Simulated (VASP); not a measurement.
# CdS (R3m) in VASP: a series of runs, part 2 of 2

VASP 6.6.1. Earlier steps stand in the parts before.

**4. Electric field gradients, PBEsol (equal xy, yz and zx shear strains of +2 %)**

INCAR reads:

```
SYSTEM = CdS
ALGO = Normal
EDIFF = 1E-8
ENCUT = 520
GGA = PS
ISIF = 2
ISMEAR = -1
LASPH = .True.
LCHARG = .False.
LEFG = .True.
LREAL = .False.
LWAVE = .False.
NBANDS = 16
NELM = 100
PREC = Accurate
SIGMA = 0.02
```

KPOINTS reads:

```
k-points
0
Gamma
  7 7 7
  0 0 0
```

POSCAR reads:

```
CdS
1.0
    0.0588590693      2.9723829996      2.9723829996
    2.9723829996      0.0588590693      2.9723829996
    2.9723829996      2.9723829996      0.0588590693
Cd S
1 1
Direct
    0.0000000000      0.0000000000      0.0000000000
    0.7500000000      0.7500000000      0.7500000000
```

Potentials or basis: VASP PAW PBE potentials, release 64 (Cd, S).

Run with:

```console
> cat potpaw_PBE.64/Cd/POTCAR potpaw_PBE.64/S/POTCAR > POTCAR
> mpirun -np 1 vasp_std > vasp.out
```

OUTCAR:

```text
SYSTEM = CdS
   EDIFF = 1E-8
   ENCUT = 520
   GGA = PS
   ISIF = 2
   ISMEAR = -1
   LASPH = .True.
   LREAL = .False.
   NELM = 100
   PREC = Accurate

 ion  position               nearest neighbor table
   1  0.000  0.000  0.000-   2 2.53   2 2.53   2 2.53   2 2.60
   2  0.750  0.750  0.750-   1 2.53   1 2.53   1 2.53   1 2.60

  LATTYP: Found a trigonal (rhomboedric) cell.
 ALAT       =     4.2039964061
 COS(alpha) =     0.5197000882

  Lattice vectors:

 A1 = (   0.0588590693,   2.9723829996,   2.9723829996)
 A2 = (   2.9723829996,   0.0588590693,   2.9723829996)
 A3 = (   2.9723829996,   2.9723829996,   0.0588590693)

Analysis of symmetry for initial positions (statically):
=====================================================================
 Subroutine PRICEL returns:
 Original cell was already a primitive cell.

 Routine SETGRP: Setting up the symmetry group for a
 trigonal (rhombohedral) supercell.

 Subroutine GETGRP returns: Found  6 space group operations
 (whereof  6 operations were pure point group operations)
 out of a pool of 12 trial point group operations.

The static configuration has the point symmetry C_3v.

Analysis of symmetry for dynamics (positions and initial velocities):
=====================================================================
 Subroutine PRICEL returns:
 Original cell was already a primitive cell.

 Routine SETGRP: Setting up the symmetry group for a
 trigonal (rhombohedral) supercell.

 Subroutine GETGRP returns: Found  6 space group operations
 (whereof  6 operations were pure point group operations)
 out of a pool of 12 trial point group operations.

[... 157 lines left out ...]
      2      -6.6604      2.00000
      3      -6.6604      2.00000
      4      -6.6280      2.00000
      5      -6.1966      2.00000
      6      -6.1966      2.00000
[... 433 lines left out ...]
      3      -6.4902      2.00000
      4      -6.3101      2.00000
      5      -6.1674      2.00000
      6      -6.0738      2.00000
[... 8 lines left out ...]
     15      13.3344      0.00000
     16      14.5840      0.00000

 [... further k-points ...]

------------------------ aborting loop because EDIFF is reached ----------------------------------------

  FORCE on cell =-STRESS in cart. coord.  units (eV):
  Direction    XX          YY          ZZ          XY          YZ          ZX
  --------------------------------------------------------------------------------------
  -------------------------------------------------------------------------------------
  Total       -0.4295466     -0.4295466     -0.4295466     -0.2915581     -0.2915581     -0.2915581
  in kB      -13.5042402    -13.5042402    -13.5042402     -9.1661085     -9.1661085     -9.1661085
  external PRESSURE =     -13.5042402 kB  Pullay stress =       0.0000000 kB

 VOLUME and BASIS-vectors are now :
 -----------------------------------------------------------------------------
  energy-cutoff  :      520.00
  volume of cell :       50.96
      direct lattice vectors                 reciprocal lattice vectors
     0.058859069  2.972383000  2.972383000    -0.173295972  0.169931001  0.169931001
     2.972383000  0.058859069  2.972383000     0.169931001 -0.173295972  0.169931001
     2.972383000  2.972383000  0.058859069     0.169931001  0.169931001 -0.173295972

 POSITION                                       TOTAL-FORCE (eV/Angst)
 -----------------------------------------------------------------------------------
      0.00000      0.00000      0.00000        -0.098280     -0.098280     -0.098280
      4.50272      4.50272      4.50272         0.098280      0.098280      0.098280
 -----------------------------------------------------------------------------------
    total drift:                               -0.000137     -0.000137     -0.000137

  FREE ENERGIE OF THE ION-ELECTRON SYSTEM (eV)
  ---------------------------------------------------
  free  energy   TOTEN  =        -6.7986021860 eV

  energy  without entropy=       -6.7986021860  energy(sigma->0) =       -6.79860219

 Electric field gradients (V/A^2)
---------------------------------------------------------------------
 ion       V_xx      V_yy      V_zz      V_xy      V_xz      V_yz
---------------------------------------------------------------------
   1       0.000    -0.000     0.000    10.945    10.945    10.945
   2       0.000    -0.000    -0.000     2.238     2.238     2.238
---------------------------------------------------------------------

 Electric field gradients after diagonalization (V/A^2)
 (convention: |V_zz| > |V_xx| > |V_yy|)
----------------------------------------------------------------------
 ion       V_xx      V_yy      V_zz     asymmetry (V_yy - V_xx)/ V_zz
----------------------------------------------------------------------
   1     -10.945   -10.945    21.890       0.000
   2      -2.238    -2.238     4.476       0.000
----------------------------------------------------------------------

           NMR quadrupolar parameters

 Cq : quadrupolar parameter    Cq=e*Q*V_zz/h
 eta: asymmetry parameters     (V_yy - V_xx)/ V_zz
 Q  : nuclear electric quadrupole moment in mb (millibarn)
----------------------------------------------------------------------
 ion       Cq(MHz)       eta       Q (mb)
----------------------------------------------------------------------
   1       0.053       0.000       1.000
   2       0.011       0.000       1.000
----------------------------------------------------------------------
```

OSZICAR:

```text
N       E                     dE             d eps       ncg     rms          rms(c)
DAV:   1     0.106316695067E+03    0.10632E+03   -0.90046E+03  1440   0.103E+03
DAV:   2    -0.310261781910E+01   -0.10942E+03   -0.10329E+03  1696   0.253E+02
DAV:   3    -0.727654580123E+01   -0.41739E+01   -0.41664E+01  1792   0.511E+01
DAV:   4    -0.730216383657E+01   -0.25618E-01   -0.25617E-01  1768   0.390E+00
DAV:   5    -0.730252115598E+01   -0.35732E-03   -0.35732E-03  1800   0.430E-01    0.736E+00
DAV:   6    -0.682050657125E+01    0.48201E+00   -0.80207E-01  2184   0.119E+01    0.599E+00
DAV:   7    -0.680122667359E+01    0.19280E-01   -0.15915E-01  1832   0.282E+00    0.290E+00
DAV:   8    -0.679874238020E+01    0.24843E-02   -0.15933E-02  1696   0.156E+00    0.234E-01
DAV:   9    -0.679851026454E+01    0.23212E-03   -0.18741E-03  1752   0.638E-01    0.563E-02
DAV:  10    -0.679855955773E+01   -0.49293E-04   -0.19300E-04  1800   0.153E-01    0.606E-02
DAV:  11    -0.679860745617E+01   -0.47898E-04   -0.80945E-05  1840   0.798E-02    0.245E-02
DAV:  12    -0.679860171923E+01    0.57369E-05   -0.17204E-05  1904   0.514E-02    0.799E-03
DAV:  13    -0.679860218168E+01   -0.46244E-06   -0.18851E-06  1696   0.825E-03    0.283E-03
DAV:  14    -0.679860218809E+01   -0.64158E-08   -0.16073E-07  1880   0.274E-03    0.234E-03
DAV:  15    -0.679860218596E+01    0.21282E-08   -0.11544E-08  1552   0.737E-04
   1 F= -.67986022E+01 E0= -.67986022E+01  d E =-.491891E-11
```

stdout:

```text
POSCAR found type information on POSCAR CdS
 POSCAR found :  2 types and       2 ions
 scaLAPACK will be used
 -----------------------------------------------------------------------------
|                                                                             |
|                                                                             |
|     You enforced a specific xc type in the INCAR file but a different       |
|     I HOPE YOU KNOW WHAT YOU ARE DOING!                                     |
|                                                                             |
 -----------------------------------------------------------------------------

 LDA part: xc-table for (Slater+PW92), standard interpolation
 POSCAR, INCAR and KPOINTS ok, starting setup
 FFT: planning ... GRIDC
 FFT: planning ... GRID_SOFT
 FFT: planning ... GRID
 WAVECAR not read
 entering main loop
ion   1

ion   2
```

It took 25 s on 1 thread of Intel Xeon Platinum 8375C at 2.90GHz (Ice Lake), shared host; peak memory 0.19 GiB.

What came out:

| Quantity | Value |
| --- | --- |
| Free energy | -6.7986 eV |
| Pressure | -1.4 GPa |
| Largest force | 0.170 eV/Å |
| Band gap on the k mesh | 0.92 eV, direct |

Forces in eV/Å, atoms in the order of the input:
```
Cd  -0.098 -0.098 -0.098
S    0.098  0.098  0.098
```

Stress tensor (GPa, compression positive):
```
-1.35 -0.92 -0.92
-0.92 -1.35 -0.92
-0.92 -0.92 -1.35
```

Electric field gradients, principal values (V/Å²):
```tsv
atom	least	middle	greatest (by size)
1 Cd	-10.945	-10.945	21.890
2 S	-2.238	-2.238	4.476
```

Caveat: the cell differs from its parent crystal (equal xy, yz and zx shear strains of +2 %); without QUAD_EFG the Cq values of the log hold for a quadrupole moment of 1 mb, not for the nuclei; the PAW data sets were made with another functional, which shifts forces and pressure a little.

**5. The runs side by side**

```tsv
cell	gap on the mesh (eV)	pressure (GPa)	largest force (eV/Å)
a = 4.100 Å, angles 62.0°, 2 atoms	0.89	-1.2	0.35
a = 4.141 Å, angles 60.7°, 2 atoms	0.92	-1.4	0.10
a = 4.204 Å, angles 58.7°, 2 atoms	0.92	-1.4	0.17
```

Alike in all rows: task electric field gradients; level PBEsol; potentials or basis VASP PAW PBE potentials, release 64 (Cd, S); no spin polarisation; k mesh 7 × 7 × 7; cutoff (eV) 520; smearing fermi-dirac 0.02 eV.

Caveats: the PAW data sets were made with another functional, which shifts forces and pressure a little.

Absolute energies hang on the potentials; compare differences alone.
